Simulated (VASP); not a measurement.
# TiO2 in VASP: further runs

The runs below take TiO2 through single point, with PBEsol.

Program: VASP 6.6.1. These are calculated values, not measurements. Logs are shortened: lines on timing, memory, paths and dates and some standing lists are left out, and cuts for length are marked.

### Step 1. The cell of the first run

The cell holds a slab with vacuum, 18 atoms: a = 2.939 Å, b = 4.591 Å, c = 28.274 Å, α = 90.00°, β = 90.00°, γ = 90.00°.

### Step 2. Single point, PBEsol

Input file INCAR:

```
SYSTEM = TiO2
PREC = Accurate
ENCUT = 520
EDIFF = 1E-6
ISMEAR = 0
SIGMA = 0.01
LREAL = .False.
LASPH = .True.
NELM = 120
ALGO = Normal
ISIF = 2
LWAVE = .False.
LCHARG = .False.
LDIPOL = .True.
IDIPOL = 3
DIPOL = 0.5 0.5 0.500
GGA = PS
NBANDS = 87
GGA_COMPAT = .False.
NELMDL = -8
```

Input file KPOINTS:

```
Automatic mesh
0
Gamma
  9 6 1
  0 0 0
```

Input file POSCAR:

```
TiO2
1.0
    2.9389939992      0.0000000000      0.0000000000
    0.0000000000      4.5912476233      0.0000000000
    0.0000000000      0.0000000000     28.2738593696
O Ti
12 6
Direct
    0.5000000000      0.1955612568      0.2652626902
    0.5000000000      0.8044387432      0.3287750777
    0.0000000000      0.3044387432      0.3464551367
    0.0000000000      0.6955612568      0.4099675241
    0.5000000000      0.1955612568      0.4276475831
    0.5000000000      0.8044387432      0.4911599705
    0.0000000000      0.3044387432      0.5088400295
    0.0000000000      0.6955612568      0.5723524169
    0.5000000000      0.1955612568      0.5900324759
    0.5000000000      0.8044387432      0.6535448633
    0.0000000000      0.3044387432      0.6712249223
    0.0000000000      0.6955612568      0.7347373098
    0.0000000000      0.0000000000      0.2970188840
    0.5000000000      0.5000000000      0.3782113304
    0.0000000000      0.0000000000      0.4594037768
    0.5000000000      0.5000000000      0.5405962232
    0.0000000000      0.0000000000      0.6217886696
    0.5000000000      0.5000000000      0.7029811160
```

Potentials or basis: VASP PAW PBE potentials, release 64 (O, Ti_sv).

Command:

```bash
$ cat potpaw_PBE.64/O/POTCAR potpaw_PBE.64/Ti_sv/POTCAR > POTCAR
$ mpirun -np 1 vasp_std > vasp.out
```

OUTCAR:

```text
SYSTEM = TiO2
   PREC = Accurate
   ENCUT = 520
   EDIFF = 1E-6
   ISMEAR = 0
   LREAL = .False.
   LASPH = .True.
   NELM = 120
   ISIF = 2
   GGA = PS
   NELMDL = -8

 ion  position               nearest neighbor table
   1  0.500  0.196  0.265-  13 1.94  13 1.94
   2  0.500  0.804  0.329-  13 1.94  13 1.94  14 1.98
   3  0.000  0.304  0.346-  14 1.94  14 1.94  13 1.98
   4  0.000  0.696  0.410-  14 1.94  14 1.94  15 1.98
   5  0.500  0.196  0.428-  15 1.94  15 1.94  14 1.98
   6  0.500  0.804  0.491-  15 1.94  15 1.94  16 1.98
   7  0.000  0.304  0.509-  16 1.94  16 1.94  15 1.98
   8  0.000  0.696  0.572-  16 1.94  16 1.94  17 1.98
   9  0.500  0.196  0.590-  17 1.94  17 1.94  16 1.98
  10  0.500  0.804  0.654-  17 1.94  17 1.94  18 1.98
  11  0.000  0.304  0.671-  18 1.94  18 1.94  17 1.98
  12  0.000  0.696  0.735-  18 1.94  18 1.94
  13  0.000  0.000  0.297-   2 1.94   2 1.94   1 1.94   1 1.94   3 1.98
  14  0.500  0.500  0.378-   3 1.94   4 1.94   3 1.94   4 1.94   2 1.98   5 1.98
  15  0.000  0.000  0.459-   6 1.94   6 1.94   5 1.94   5 1.94   7 1.98   4 1.98
  16  0.500  0.500  0.541-   7 1.94   7 1.94   8 1.94   8 1.94   6 1.98   9 1.98
  17  0.000  0.000  0.622-   9 1.94  10 1.94   9 1.94  10 1.94   8 1.98  11 1.98
  18  0.500  0.500  0.703-  11 1.94  11 1.94  12 1.94  12 1.94  10 1.98

  LATTYP: Found a simple orthorhombic cell.
 ALAT       =     2.9389939992
 B/A-ratio  =     1.5621833949
 C/A-ratio  =     9.6202507992

  Lattice vectors:

 A1 = (   2.9389939992,   0.0000000000,   0.0000000000)
 A2 = (   0.0000000000,   4.5912476233,   0.0000000000)
 A3 = (   0.0000000000,   0.0000000000,  28.2738593696)

Analysis of symmetry for initial positions (statically):
=====================================================================
 Subroutine PRICEL returns:
 Original cell was already a primitive cell.

 Routine SETGRP: Setting up the symmetry group for a
 simple orthorhombic supercell.

 Subroutine GETGRP returns: Found  4 space group operations
 (whereof  2 operations were pure point group operations)
 out of a pool of  8 trial point group operations.

The static configuration has the point symmetry C_1h.
 The point group associated with its full space group is C_2v.

Analysis of symmetry for dynamics (positions and initial velocities):
=====================================================================
 Subroutine PRICEL returns:
 Original cell was already a primitive cell.

 Routine SETGRP: Setting up the symmetry group for a
 simple orthorhombic supercell.

 Subroutine GETGRP returns: Found  4 space group operations
 (whereof  2 operations were pure point group operations)
 out of a pool of  8 trial point group operations.

The dynamic configuration has the point symmetry C_1h.
 The point group associated with its full space group is C_2v.

 Subroutine INISYM returns: Found  4 space group operations
 (whereof  2 operations are pure point group operations),
 and found     1 'primitive' translations

----------------------------------------------------------------------------------------

                                     Primitive cell

  volume of cell :     381.5175

  direct lattice vectors                    reciprocal lattice vectors
     2.938993999  0.000000000  0.000000000     0.340252481  0.000000000  0.000000000
     0.000000000  4.591247623  0.000000000     0.000000000  0.217805721  0.000000000
     0.000000000  0.000000000 28.273859370     0.000000000  0.000000000  0.035368359

  length of vectors
     2.938993999  4.591247623 28.273859370     0.340252481  0.217805721  0.035368359

  position of ions in fractional coordinates (direct lattice)
     0.500000000  0.195561257  0.265262690
     0.500000000  0.804438743  0.328775078
     0.000000000  0.304438743  0.346455137
     0.000000000  0.695561257  0.409967524
     0.500000000  0.195561257  0.427647583
     0.500000000  0.804438743  0.491159971
[... 10 lines left out ...]
     0.000000000  0.000000000  0.621788670
     0.500000000  0.500000000  0.702981116

  ion indices of the primitive-cell ions
   primitive index   ion index
                 1           1
                 2           2
                 3           3
                 4           4
                 5           5
                 6           6
[... 10 lines left out ...]
                17          17
                18          18

----------------------------------------------------------------------------------------

 KPOINTS: Automatic mesh

Automatic generation of k-mesh.
 Grid dimensions read from file:
 generate k-points for:    9    6    1

 Generating k-lattice:

  Cartesian coordinates                     Fractional coordinates (reciprocal lattice)
     0.037805831  0.000000000  0.000000000     0.111111111  0.000000000  0.000000000
     0.000000000  0.036300954  0.000000000     0.000000000  0.166666667  0.000000000
     0.000000000  0.000000000  0.035368359     0.000000000  0.000000000  1.000000000

  Length of vectors
     0.037805831  0.036300954  0.035368359

  Shift w.r.t. Gamma in fractional coordinates (k-lattice)
     0.000000000  0.000000000  0.000000000

 Subroutine IBZKPT returns following result:
 ===========================================

 Found     20 irreducible k-points:

 Following reciprocal coordinates:
            Coordinates               Weight
  0.000000  0.000000  0.000000      1.000000
  0.111111  0.000000  0.000000      2.000000
  0.222222  0.000000  0.000000      2.000000
  0.333333  0.000000  0.000000      2.000000
  0.444444  0.000000  0.000000      2.000000
  0.000000  0.166667  0.000000      2.000000
[... 12 lines left out ...]
  0.333333  0.500000  0.000000      2.000000
  0.444444  0.500000  0.000000      2.000000
   k-points           NKPTS =     20   k-points in BZ     NKDIM =     20   number of bands    NBANDS=     87
   number of dos      NEDOS =    301   number of ions     NIONS =     18
   total plane-waves  NPLWV = 181440
   dimension x,y,z NGX =    24 NGY =   36 NGZ =  210
   dimension x,y,z NGXF=    48 NGYF=   72 NGZF=  420
   ions per type =              12   6
   NGX,Y,Z   is equivalent  to a cutoff of  13.58, 13.04, 12.35 a.u.
   NGXF,Y,Z  is equivalent  to a cutoff of  27.15, 26.07, 24.70 a.u.
 SYSTEM =  TiO2
   PREC   = accura    normal or accurate (medium, high low for compatibility)
   ISTART =      0    job   : 0-new  1-cont  2-samecut
   ICHARG =      2    charge: 1-file 2-atom 10-const
   ISPIN  =      1    spin polarized calculation?
   LNONCOLLINEAR =      F non collinear calculations
   LSORBIT =      F    spin-orbit coupling
   LASPH  =      T    aspherical Exc in radial PAW
   ENCUT  =  520.0 eV  38.22 Ry    6.18 a.u.   5.46  8.54 52.57*2*pi/ulx,y,z
   NELM   =    120;   NELMIN=  2; NELMDL= -8     # of ELM steps
   EDIFF  = 0.1E-05   stopping-criterion for ELM
   LREAL  =      F    real-space projection
   EDIFFG = 0.1E-04   stopping-criterion for IOM
   NSW    =      0    number of steps for IOM
   IBRION =     -1    ionic relax: 0-MD 1-quasi-New 2-CG
   NFREE  =      0    steps in history (QN), initial steepest desc. (CG)
   ISIF   =      2    stress and relaxation
   ISYM   =      2    0-nonsym 1-usesym 2-fastsym
   POTIM  = 0.5000    time-step for ionic-motion
   TEBEG  =    0.0;   TEEND  =   0.0 temperature during run
   PSTRESS=    0.0 pullay stress
   NELECT =     144.0000    total number of electrons
   NUPDOWN=      -1.0000    fix difference up-down
   EMIN   =  10.00;   EMAX   =-10.00  energy-range for DOS
   EFERMI =   0.00;   METHOD = LEGACY
   ISMEAR =     0;   SIGMA  =   0.01  broadening in eV -4-tet -1-fermi 0-gaus
   EFERMI_NEDOS =   21; number of points for ismear=-14 and -15
   IALGO  =     38    algorithm
   IMIX   =      4    mixing-type and parameters
     AMIX     =   0.40;   BMIX     =  1.00
     AMIX_MAG =   1.60;   BMIX_MAG =  1.00
  volume/ion in A,a.u.               =      21.20       143.03
  Fermi-wavevector in a.u.,A,eV,Ry     =   1.183107  2.235749 19.044660  1.399743
  Thomas-Fermi vector in A             =   2.319348
   LORBIT       =      0    0 simple, 1 ext, 2 COOP (PROOUT), +10 PAW based schemes
   GGA     = PS    functional components
   LHFCALC =     F    Hartree Fock is set to
   AEXX    =    0.0000 exact exchange contribution
   IVDW    =     0    specifies the selected vdW correction
   LEPSILON=     F    determine dielectric tensor
   LRPA    =     F    only Hartree local field effects (RPA)
 non-spin polarized calculation
 Gauss-broadening in eV      SIGMA  =   0.01
  energy-cutoff  :      520.00
  volume of cell :      381.52
 maximum number of plane-waves:     10343
 NGX is ok and might be reduce to    24
   NGX = 11   NGY = 17   NGZ =105

 dipolmoment           0.000000      0.000000     -0.000000 electrons x Angstroem

 number of electron     144.0000035 magnetization

 dipolmoment           0.000000      0.000000      0.000000 electrons x Angstroem

 Free energy of the ion-electron system (eV)
  ---------------------------------------------------
  ext. energy  EPLUGINS =         0.00000000
  ---------------------------------------------------
  free energy    TOTEN  =      -165.57979658 eV

  energy without entropy =     -165.57979658  energy(sigma->0) =     -165.57979658

 E-fermi :  -1.3710     XC(G=0):  -6.2440

 val. band max:       -1.5306033421   @ k =   0.0000   0.0000   0.0000
 cond. band min:       0.5270618171   @ k =   0.0000   0.0000   0.0000
 fundamental gap:      2.0576651592
 Fermi energy:        -1.3709881101

 k-point     1 :       0.0000    0.0000    0.0000
  band No.  band energies     occupation
      1     -58.0247      2.00000
      2     -58.0200      2.00000
      3     -58.0143      2.00000
      4     -58.0099      2.00000
      5     -57.7605      2.00000
      6     -57.7605      2.00000
[... 1729 lines left out ...]
     83       1.9533      0.00000
     84       1.9533      0.00000
 [bands above 84 left out]

------------------------ aborting loop because EDIFF is reached ----------------------------------------

 vacuum level on the upper side and lower side of the slab       (xc-potential included)        -0.133        -0.133

  FORCE on cell =-STRESS in cart. coord.  units (eV):
  Direction    XX          YY          ZZ          XY          YZ          ZX
  --------------------------------------------------------------------------------------
  -------------------------------------------------------------------------------------
  Total       -6.0911349     -3.8657853     -2.6035197      0.0000000      0.0000000      0.0000000
  in kB      -25.5796321    -16.2343090    -10.9334431      0.0000000      0.0000000      0.0000000
  external PRESSURE =     -17.5824614 kB  Pullay stress =       0.0000000 kB

 VOLUME and BASIS-vectors are now :
 -----------------------------------------------------------------------------
  energy-cutoff  :      520.00
  volume of cell :      381.52
      direct lattice vectors                 reciprocal lattice vectors
     2.938993999  0.000000000  0.000000000     0.340252481  0.000000000  0.000000000
     0.000000000  4.591247623  0.000000000     0.000000000  0.217805721  0.000000000
     0.000000000  0.000000000 28.273859370     0.000000000  0.000000000  0.035368359

 POSITION                                       TOTAL-FORCE (eV/Angst)
 -----------------------------------------------------------------------------------
      1.46950      0.89787      7.50000         0.000000     -2.218157      0.967307
      1.46950      3.69338      9.29574         0.000000     -1.121010     -0.029635
      0.00000      1.39775      9.79562         0.000000     -0.498014     -0.382578
      0.00000      3.19349     11.59136         0.000000     -0.074547     -0.073472
      1.46950      0.89787     12.09125         0.000000     -0.038220      0.031450
      1.46950      3.69338     13.88699         0.000000     -0.041318      0.037192
[... 10 lines left out ...]
      0.00000      0.00000     17.58037         0.000000      0.134096      0.029272
      1.46950      2.29562     19.87599         0.000000      3.801162      0.566547
 -----------------------------------------------------------------------------------
    total drift:                                0.000000      0.000068      0.000000

  FREE ENERGIE OF THE ION-ELECTRON SYSTEM (eV)
  ---------------------------------------------------
  free  energy   TOTEN  =      -165.5797965794 eV

  energy  without entropy=     -165.5797965794  energy(sigma->0) =     -165.57979658

 vacuum level on the upper side and lower side of the slab         5.845         5.845
```

Run time: 37 min. Hardware: 1 thread of Intel Xeon Platinum 8259CL at 2.50GHz (Skylake/Cascade Lake), shared host; peak memory 0.7 GiB.

What came out:

| Quantity | Value |
| --- | --- |
| Free energy | -165.5798 eV |
| Largest force | 3.843 eV/Å |
| Band gap on the k mesh | 2.06 eV |

Forces in eV/Å, atoms in the order of the input:
```
O    0.000 -2.218  0.967
O    0.000 -1.121 -0.030
O    0.000 -0.498 -0.383
O    0.000 -0.075 -0.073
O    0.000 -0.038  0.031
O    0.000 -0.041  0.037
O    0.000 -0.041 -0.037
O    0.000 -0.038 -0.031
O    0.000 -0.075  0.073
O    0.000 -0.498  0.383
O    0.000 -1.121  0.030
O    0.000 -2.218 -0.967
Ti   0.000  3.801 -0.567
Ti   0.000  0.134 -0.029
Ti   0.000  0.056  0.009
Ti   0.000  0.056 -0.009
Ti   0.000  0.134  0.029
Ti   0.000  3.801  0.567
```

Levels at points of the mesh, in eV from the valence-band top:
```tsv
k point	band 68	band 69	band 70	band 71	band 72	band 73	band 74	band 75	band 76	band 77
(0.00, 0.00, 0.00)	-0.39	-0.34	-0.21	-0.11	0.00	2.06	2.23	2.48	2.52	2.70
(0.00, 0.50, 0.00)	-0.66	-0.46	-0.46	-0.45	-0.45	2.09	2.09	2.45	2.45	2.76
```

Caveat: the PAW data sets were made with another functional, which shifts forces and pressure a little.

### Step 3. Single point, PBEsol

Input file INCAR:

```
PREC = Accurate
ENCUT = 520
EDIFF = 1E-6
ISMEAR = 0
SIGMA = 0.05
LREAL = False
LASPH = True
NELM = 120
ALGO = Normal
ISIF = 2
LWAVE = False
LCHARG = False
LDIPOL = True
IDIPOL = 3
DIPOL = 0.5 0.5 0.500
GGA = PS
NBANDS = 87
GGA_COMPAT = False
NELMDL = -8
```

Input file KPOINTS:

```
Automatic mesh
0
Gamma
  13 9 1
```

POSCAR is that of step 2.

Potentials or basis: VASP PAW PBE potentials, release 64 (O, Ti_sv).

Command:

```bash
$ cat potpaw_PBE.64/O/POTCAR potpaw_PBE.64/Ti_sv/POTCAR > POTCAR
$ mpirun -np 1 vasp_std > vasp.out
```

Run time: 67 min. Hardware: 1 thread of Oxide Virtual Turin-like, shared host; peak memory 0.89 GiB.

Results (log left out):

| Item | Value |
| --- | --- |
| Free energy | -165.5799 eV |
| Largest force | 3.843 eV/Å |
| Band gap on the k mesh | 2.06 eV |

Forces in eV/Å, atoms in the order of the input:
```
O    0.000 -2.218  0.967
O    0.000 -1.121 -0.030
O    0.000 -0.498 -0.383
O    0.000 -0.075 -0.073
O    0.000 -0.038  0.031
O    0.000 -0.041  0.037
O    0.000 -0.041 -0.037
O    0.000 -0.038 -0.031
O    0.000 -0.075  0.073
O    0.000 -0.498  0.383
O    0.000 -1.121  0.030
O    0.000 -2.218 -0.967
Ti   0.000  3.801 -0.567
Ti   0.000  0.134 -0.029
Ti   0.000  0.056  0.009
Ti   0.000  0.056 -0.009
Ti   0.000  0.134  0.029
Ti   0.000  3.801  0.567
```

Levels at points of the mesh, in eV from the valence-band top:
| k point | band 70 | band 71 | band 72 | band 73 | band 74 | band 75 |
| --- | --- | --- | --- | --- | --- | --- |
| (0.00, 0.00, 0.00) | -0.21 | -0.11 | 0.00 | 2.06 | 2.23 | 2.48 |

Caveat: the PAW data sets were made with another functional, which shifts forces and pressure a little.
